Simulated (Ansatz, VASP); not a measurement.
One calculation of TaSn, two programs

Contents of INCAR:

```
SYSTEM = TaSn
PREC = Accurate
ENCUT = 520
EDIFF = 1E-6
ISMEAR = 0
SIGMA = 0.1
LREAL = .FALSE.
LASPH = .TRUE.
NELM = 60
ALGO = Normal
ISIF = 2
LWAVE = .FALSE.
LCHARG = .TRUE.
GGA = PE
LELF = .TRUE.
LVHAR = .TRUE.
NBANDS = 33
```

KPOINTS

```
Automatic mesh
0
G
  6 6 4
  0 0 0
```

The input POSCAR:

```
TaSn
1.0
    4.2107530800      0.0000000000      0.0000000000
   -2.1053765400      3.6466191400      0.0000000000
    0.0000000000      0.0000000000      5.3800835500
Ta Sn
2 2
Direct
    0.3333333300      0.6666666700      0.2500000000
    0.6666666700      0.3333333300      0.7500000000
    0.0000000000      0.0000000000      0.0000000000
    0.0000000000      0.0000000000      0.5000000000
```

Input for Ansatz:

```yaml
crystal:
  lattice:
    - [4.21075308, 0.0, 0.0]
    - [-2.10537654, 3.64661914, 0.0]
    - [0.0, 0.0, 5.38008355]
  atoms:
    - { symbol: Ta, position: [0.33333333, 0.66666667, 0.25] }
    - { symbol: Ta, position: [0.66666667, 0.33333333, 0.75] }
    - { symbol: Sn, position: [0.0, 0.0, 0.0] }
    - { symbol: Sn, position: [0.0, 0.0, 0.5] }
basis:
  ecutwfc: 420
kpoints:
  mp_grid: { grid: [6, 6, 4] }
hamiltonian:
  xc: pbe
scf:
  occupations: { method: gaussian, width: 0.1 }
  lower_state_search: "off"
output:
  forces: true
  stress: true
  eigenvalues: true
```

Change from the starting cell: species swapped into the SnAu type (P6_3/mmc, No. 194).

Alike in both runs: task single point; functional PBE; k mesh 6 × 6 × 4; occupations gaussian, width 0.1 eV; no spin polarisation.

```csv
,VASP,Ansatz
version,VASP 6.6.1,Ansatz 0.2.0
potentials or method,"VASP PAW PBE potentials, release 64 (Ta_pv, Sn_d), cutoff 520 eV","scalar-relativistic, plane waves, PAW"
valence electrons in the cell,50,54
```

Ansatz gave:

- gap on the k mesh at the Fermi level (eV): none
- pressure (GPa): 14.5
- traceless stress, the component that is largest in VASP (GPa): 8.80

**Question.** Which values does VASP return?

**Answer.** gap on the k mesh at the Fermi level (eV): none; pressure (GPa): 14.5; traceless stress, the component that is largest in VASP (GPa): 8.78.

A gap of «none» marks a metal or a gap that the smearing closes. VASP's potentials hold 50 valence electrons a cell and Ansatz's 54, so a difference there can come from the potentials and not from the codes.

Spin-orbit coupling is off throughout.
